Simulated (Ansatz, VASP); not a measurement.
# PtS2: VASP beside Ansatz

File INCAR:

```
SYSTEM = PtS2
PREC = Accurate
ENCUT = 520
EDIFF = 1E-7
ISMEAR = 0
SIGMA = 0.05
LREAL = .False.
LASPH = .True.
NELM = 100
ALGO = Normal
ISIF = 2
LWAVE = .False.
LCHARG = .False.
GGA = PS
NBANDS = 18
```

Contents of KPOINTS:

```
regular mesh
0
Gamma
  12 12 8
  0 0 0
```

The input POSCAR:

```
PtS2
1.0
    3.5431994758      0.0000000000      0.0000000000
   -1.7715997379      3.0685007567      0.0000000000
    0.0000000000      0.0000000000      5.0388000000
Pt S
1 2
Direct
    0.0000000000      0.0000000000      0.0000000000
    0.3051102540      0.6666666667      0.2500000000
    0.6666666667      0.3333333333      0.7500000000
```

Input for Ansatz:

```yaml
crystal:
  lattice:
    - [3.5431994758, 0.0, 0.0]
    - [-1.7715997379, 3.0685007567, 0.0]
    - [0.0, 0.0, 5.0388]
  atoms:
    - { symbol: Pt, position: [0.0, 0.0, 0.0] }
    - { symbol: S, position: [0.305110254, 0.6666666667, 0.25] }
    - { symbol: S, position: [0.6666666667, 0.3333333333, 0.75] }
basis:
  ecutwfc: 420
kpoints:
  mp_grid: { grid: [12, 12, 8] }
hamiltonian:
  xc: pbesol
scf:
  occupations: { method: gaussian, width: 0.05 }
output:
  forces: true
  stress: true
  eigenvalues: true
```

Alike in both runs: task single point; functional PBEsol; k mesh 12 × 12 × 8; occupations gaussian, width 0.05 eV; no spin polarisation.

```csv
,VASP,Ansatz
version,VASP 6.6.1,Ansatz 0.2.0
potentials or method,"VASP PAW PBE potentials, release 64 (Pt, S), cutoff 520 eV","scalar-relativistic, plane waves, PAW"
valence electrons in the cell,22,30
```

Ansatz gave:

- gap on the k mesh at the Fermi level (eV): 0.40
- least direct gap on the mesh (eV): 0.62
- pressure (GPa): -2.4
- traceless stress, the component that is largest in VASP (GPa): 3.01
- rms of the force components (eV/Å): 0.458

What did VASP give for the same quantities?

gap on the k mesh at the Fermi level (eV): 0.40; least direct gap on the mesh (eV): 0.62; pressure (GPa): -2.7; traceless stress, the component that is largest in VASP (GPa): 3.00; rms of the force components (eV/Å): 0.464.

VASP's potentials were made for PBE, not for PBEsol. Atom by atom the forces differ by 0.012 eV/Å (rms over components). VASP's potentials hold 22 valence electrons a cell and Ansatz's 30, so a difference there can come from the potentials and not from the codes.

Neither program's run includes spin-orbit coupling.
